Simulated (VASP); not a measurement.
# BeSe (F-43m) in VASP: relaxation of cell and atoms with PBE

Aim: the relaxation of cell and atoms of BeSe with PBE.

Everything below comes from runs of VASP 6.6.1. Logs are shortened: lines on timing, memory, paths and dates and some standing lists are left out, and cuts for length are marked.

## 1. The cell of the first run

Symmetry: F-43m, No. 216, cubic system. The conventional cell has a = 5.070 Å, b = 5.070 Å, c = 5.070 Å, α = 90.00°, β = 90.00°, γ = 90.00°. Within 2.9 Å of Be (site symmetry -43m) lie 4 Se at 2.20 Å. Se (site symmetry -43m) has 4 Be at 2.20 Å within 2.9 Å.

## 2. Relaxation of cell and atoms, PBE

The input, INCAR:

```
PREC = Accurate ; ENCUT = 600
EDIFF = 1E-7 ; ISMEAR = 1
SIGMA = 0.01 ; LREAL = F
LASPH = T ; NELM = 120
ALGO = Normal ; ISIF = 3
LWAVE = F ; LCHARG = F
GGA = PE ; IBRION = 2
NSW = 80 ; EDIFFG = -0.01
GGA_COMPAT = F ; NELMIN = 4
```

The input, KPOINTS:

```
Automatic mesh
0
Gamma
  5 5 5
```

The input, POSCAR:

```
BeSe
1.0
    0.0000000000      2.5350000000      2.5350000000
    2.5350000000      0.0000000000      2.5350000000
    2.5350000000      2.5350000000      0.0000000000
Be Se
1 1
Direct
    0.0000000000      0.0000000000      0.0000000000
    0.2500000000      0.2500000000      0.2500000000
```

Potentials or basis: VASP PAW PBE potentials, release 64 (Be, Se).

Launch:

```sh
$ cat potpaw_PBE.64/Be/POTCAR potpaw_PBE.64/Se/POTCAR > POTCAR
$ mpirun -np 1 vasp_std > vasp.out
```

OUTCAR:

```text
PREC = Accurate
   ENCUT = 600
   EDIFF = 1E-7
   ISMEAR = 1
   LREAL = F
   LASPH = T
   NELM = 120
   ISIF = 3
   GGA = PE
   IBRION = 2
   NSW = 80
   EDIFFG = -0.01
   NELMIN = 4

 ion  position               nearest neighbor table
   1  0.000  0.000  0.000-   2 2.20   2 2.20   2 2.20   2 2.20
   2  0.250  0.250  0.250-   1 2.20   1 2.20   1 2.20   1 2.20

  LATTYP: Found a face centered cubic cell.
 ALAT       =     5.0700000000

  Lattice vectors:

 A1 = (   0.0000000000,   2.5350000000,   2.5350000000)
 A2 = (   2.5350000000,   0.0000000000,   2.5350000000)
 A3 = (   2.5350000000,   2.5350000000,   0.0000000000)

Analysis of symmetry for initial positions (statically):
=====================================================================
 Subroutine PRICEL returns:
 Original cell was already a primitive cell.

 Routine SETGRP: Setting up the symmetry group for a
 face centered cubic supercell.

 Subroutine GETGRP returns: Found 24 space group operations
 (whereof 24 operations were pure point group operations)
 out of a pool of 48 trial point group operations.

The static configuration has the point symmetry T_d .

Analysis of symmetry for dynamics (positions and initial velocities):
=====================================================================
 Subroutine PRICEL returns:
 Original cell was already a primitive cell.

 Routine SETGRP: Setting up the symmetry group for a
 face centered cubic supercell.

 Subroutine GETGRP returns: Found 24 space group operations
 (whereof 24 operations were pure point group operations)
 out of a pool of 48 trial point group operations.

The dynamic configuration has the point symmetry T_d .

 Subroutine INISYM returns: Found 24 space group operations
 (whereof 24 operations are pure point group operations),
 and found     1 'primitive' translations

----------------------------------------------------------------------------------------

                                     Primitive cell

  volume of cell :      32.5810

  direct lattice vectors                    reciprocal lattice vectors
     0.000000000  2.535000000  2.535000000    -0.197238659  0.197238659  0.197238659
     2.535000000  0.000000000  2.535000000     0.197238659 -0.197238659  0.197238659
     2.535000000  2.535000000  0.000000000     0.197238659  0.197238659 -0.197238659

  length of vectors
     3.585031381  3.585031381  3.585031381     0.341627378  0.341627378  0.341627378

  position of ions in fractional coordinates (direct lattice)
     0.000000000  0.000000000  0.000000000
     0.250000000  0.250000000  0.250000000

  ion indices of the primitive-cell ions
   primitive index   ion index
                 1           1
                 2           2

----------------------------------------------------------------------------------------

 KPOINTS: Automatic mesh

Automatic generation of k-mesh.
 Grid dimensions read from file:
 generate k-points for:    5    5    5

 Generating k-lattice:

  Cartesian coordinates                     Fractional coordinates (reciprocal lattice)
    -0.039447732  0.039447732  0.039447732     0.200000000  0.000000000  0.000000000
     0.039447732 -0.039447732  0.039447732     0.000000000  0.200000000  0.000000000
     0.039447732  0.039447732 -0.039447732     0.000000000  0.000000000  0.200000000

  Length of vectors
     0.068325476  0.068325476  0.068325476

  Shift w.r.t. Gamma in fractional coordinates (k-lattice)
     0.000000000  0.000000000  0.000000000

 Subroutine IBZKPT returns following result:
 ===========================================

 Found     10 irreducible k-points:

 Following reciprocal coordinates:
            Coordinates               Weight
  0.000000  0.000000  0.000000      1.000000
  0.200000  0.000000  0.000000      8.000000
  0.400000  0.000000  0.000000      8.000000
  0.200000  0.200000  0.000000      6.000000
  0.400000  0.200000  0.000000     24.000000
 -0.400000  0.200000  0.000000     24.000000
 -0.200000  0.200000  0.000000     12.000000
  0.400000  0.400000  0.000000      6.000000
 -0.400000  0.400000  0.000000     12.000000
 -0.400000  0.400000  0.200000     24.000000
   k-points           NKPTS =     10   k-points in BZ     NKDIM =     10   number of bands    NBANDS=      8
   number of dos      NEDOS =    301   number of ions     NIONS =      2
   total plane-waves  NPLWV =  27000
   dimension x,y,z NGX =    30 NGY =   30 NGZ =   30
   dimension x,y,z NGXF=    60 NGYF=   60 NGZF=   60
   ions per type =               1   1
   NGX,Y,Z   is equivalent  to a cutoff of  13.91, 13.91, 13.91 a.u.
   NGXF,Y,Z  is equivalent  to a cutoff of  27.82, 27.82, 27.82 a.u.
 SYSTEM =  unknown system
   PREC   = accura    normal or accurate (medium, high low for compatibility)
   ISTART =      0    job   : 0-new  1-cont  2-samecut
   ICHARG =      2    charge: 1-file 2-atom 10-const
   ISPIN  =      1    spin polarized calculation?
   LNONCOLLINEAR =      F non collinear calculations
   LSORBIT =      F    spin-orbit coupling
   LASPH  =      T    aspherical Exc in radial PAW
   ENCUT  =  600.0 eV  44.10 Ry    6.64 a.u.   7.16  7.16  7.16*2*pi/ulx,y,z
   NELM   =    120;   NELMIN=  4; NELMDL= -5     # of ELM steps
   EDIFF  = 0.1E-06   stopping-criterion for ELM
   LREAL  =      F    real-space projection
   EDIFFG = -.1E-01   stopping-criterion for IOM
   NSW    =     80    number of steps for IOM
   IBRION =      2    ionic relax: 0-MD 1-quasi-New 2-CG
   NFREE  =      1    steps in history (QN), initial steepest desc. (CG)
   ISIF   =      3    stress and relaxation
   ISYM   =      2    0-nonsym 1-usesym 2-fastsym
   POTIM  = 0.5000    time-step for ionic-motion
   TEBEG  =    0.0;   TEEND  =   0.0 temperature during run
   PSTRESS=    0.0 pullay stress
   NELECT =       8.0000    total number of electrons
   NUPDOWN=      -1.0000    fix difference up-down
   EMIN   =  10.00;   EMAX   =-10.00  energy-range for DOS
   EFERMI =   0.00;   METHOD = LEGACY
   ISMEAR =     1;   SIGMA  =   0.01  broadening in eV -4-tet -1-fermi 0-gaus
   EFERMI_NEDOS =   21; number of points for ismear=-14 and -15
   IALGO  =     38    algorithm
   IMIX   =      4    mixing-type and parameters
     AMIX     =   0.40;   BMIX     =  1.00
     AMIX_MAG =   1.60;   BMIX_MAG =  1.00
  volume/ion in A,a.u.               =      16.29       109.93
  Fermi-wavevector in a.u.,A,eV,Ry     =   1.025141  1.937235 14.298549  1.050914
  Thomas-Fermi vector in A             =   2.158965
   LORBIT       =      0    0 simple, 1 ext, 2 COOP (PROOUT), +10 PAW based schemes
   GGA     = PE    functional components
   LHFCALC =     F    Hartree Fock is set to
   AEXX    =    0.0000 exact exchange contribution
   IVDW    =     0    specifies the selected vdW correction
   LEPSILON=     F    determine dielectric tensor
   LRPA    =     F    only Hartree local field effects (RPA)
 conjugate gradient relaxation of ions
 non-spin polarized calculation
 Methfessel and Paxton  Order N= 1 SIGMA  =   0.01
  energy-cutoff  :      600.00
  volume of cell :       32.58
 maximum number of plane-waves:      1103
 NGX is ok and might be reduce to    30
   NGX = 15   NGY = 15   NGZ = 15

--------------------------------------- Ionic step        1  -------------------------------------------

 number of electron       7.9999999 magnetization

 Free energy of the ion-electron system (eV)
  ---------------------------------------------------
  ext. energy  EPLUGINS =         0.00000000
  ---------------------------------------------------
  free energy    TOTEN  =        -8.80564682 eV

  energy without entropy =       -8.80566074  energy(sigma->0) =       -8.80565146

 E-fermi :   3.7984     XC(G=0):  -9.6049

 val. band max:        3.7899889175   @ k =   0.0000   0.0000   0.0000
 cond. band min:       6.5657185796   @ k =   0.4000   0.4000   0.0000
 fundamental gap:      2.7757296621
 Fermi energy:         3.7984076790

 k-point     1 :       0.0000    0.0000    0.0000
  band No.  band energies     occupation
      1     -10.3002      2.00000
      2       3.7900      2.00000
      3       3.7900      2.00000
      4       3.7900      2.00000
      5       8.4833      0.00000
      6       8.7837      0.00000
      7       8.7837      0.00000
      8       8.7837      0.00000

 k-point     2 :       0.2000    0.0000    0.0000
  band No.  band energies     occupation
      1      -9.8943      2.00000
      2       1.0928      2.00000
      3       3.2993      2.00000
      4       3.2993      2.00000
      5       8.4499      0.00000
      6       9.5334      0.00000
      7       9.5334      0.00000
      8      11.5559      0.00000
[... 144 lines left out ...]
 POSITION                                       TOTAL-FORCE (eV/Angst)
 -----------------------------------------------------------------------------------
      5.21307      5.21307      5.21307        -0.000000      0.000000      0.000000
      1.30327      1.30327      1.30327         0.000000     -0.000000     -0.000000
 -----------------------------------------------------------------------------------
    total drift:                                0.000000      0.000000      0.000000

  FREE ENERGIE OF THE ION-ELECTRON SYSTEM (eV)
  ---------------------------------------------------
  free  energy   TOTEN  =        -8.8419769265 eV

  energy  without entropy=       -8.8419769265  energy(sigma->0) =       -8.84197693

--------------------------------------- Ionic step        3  -------------------------------------------

 number of electron       8.0000000 magnetization

 Free energy of the ion-electron system (eV)
  ---------------------------------------------------
  ext. energy  EPLUGINS =         0.00000000
  ---------------------------------------------------
  free energy    TOTEN  =        -8.84411880 eV

  energy without entropy =       -8.84411880  energy(sigma->0) =       -8.84411880

 E-fermi :   3.2181     XC(G=0):  -9.3316

 val. band max:        3.1455182998   @ k =   0.0000   0.0000   0.0000
 cond. band min:       6.0489564619   @ k =   0.4000   0.4000   0.0000
 fundamental gap:      2.9034381621
 Fermi energy:         3.2180960672

 k-point     1 :       0.0000    0.0000    0.0000
  band No.  band energies     occupation
      1     -10.5034      2.00000
      2       3.1455      2.00000
      3       3.1455      2.00000
      4       3.1455      2.00000
      5       7.3376      0.00000
      6       8.1526      0.00000
      7       8.1526      0.00000
      8       8.1526      0.00000

 k-point     2 :       0.2000    0.0000    0.0000
  band No.  band energies     occupation
      1     -10.1379      2.00000
      2       0.6204      2.00000
      3       2.7042      2.00000
      4       2.7042      2.00000
      5       7.5943      0.00000
      6       8.8448      0.00000
      7       8.8448      0.00000
      8      10.4705      0.00000
[... 108 lines left out ...]
 POSITION                                       TOTAL-FORCE (eV/Angst)
 -----------------------------------------------------------------------------------
      0.00000      0.00000      0.00000         0.000000     -0.000000      0.000000
      1.29614      1.29614      1.29614        -0.000000      0.000000     -0.000000
 -----------------------------------------------------------------------------------
    total drift:                                0.000000      0.000000      0.000000

  FREE ENERGIE OF THE ION-ELECTRON SYSTEM (eV)
  ---------------------------------------------------
  free  energy   TOTEN  =        -8.8441187953 eV

  energy  without entropy=       -8.8441187953  energy(sigma->0) =       -8.84411880

 reached required accuracy - stopping structural energy minimisation
```

Wall time 18 s (1 thread of AMD EPYC 7R43 (Zen 3), shared host); peak memory 0.14 GiB.

Results:

| Property | Result |
| --- | --- |
| Free energy | -8.8441 eV |
| Relaxed volume | 17.42 Å³/atom |
| Relaxed cell | a = 3.666 Å, b = 3.666 Å, c = 3.666 Å, α = 60.00°, β = 60.00°, γ = 60.00° |
| Space group after relaxing (to 0.1 Å) | F-43m (No. 216) |
| Energy gained by relaxing | 19.2 meV/atom |
| Ionic steps | 3 |
| Pressure after relaxing | 0.0 GPa |
| Band gap on the k mesh | 2.90 eV (least direct gap 4.19 eV) |

Step by step:
| step | energy change (eV) | largest force (eV/Å) | pressure (GPa) | volume (Å³) |
| --- | --- | --- | --- | --- |
| 1 | 0.0000 | 0.0000 | 5.75 | 32.58 |
| 2 | -0.0363 | 0.0000 | -1.18 | 35.42 |
| 3 | -0.0385 | 0.0000 | 0.02 | 34.84 |

Final structure:
```
Be Se
1.0
     0.00000    2.59229    2.59229
     2.59229    0.00000    2.59229
     2.59229    2.59229    0.00000
Be Se
1 1
Direct
  0.00000 0.00000 0.00000
  0.25000 0.25000 0.25000
```

Caveat: the k points lie up to 0.42 Å⁻¹ apart in the final cell; an odd mesh through Γ misses points on the zone boundary, where band edges can lie.
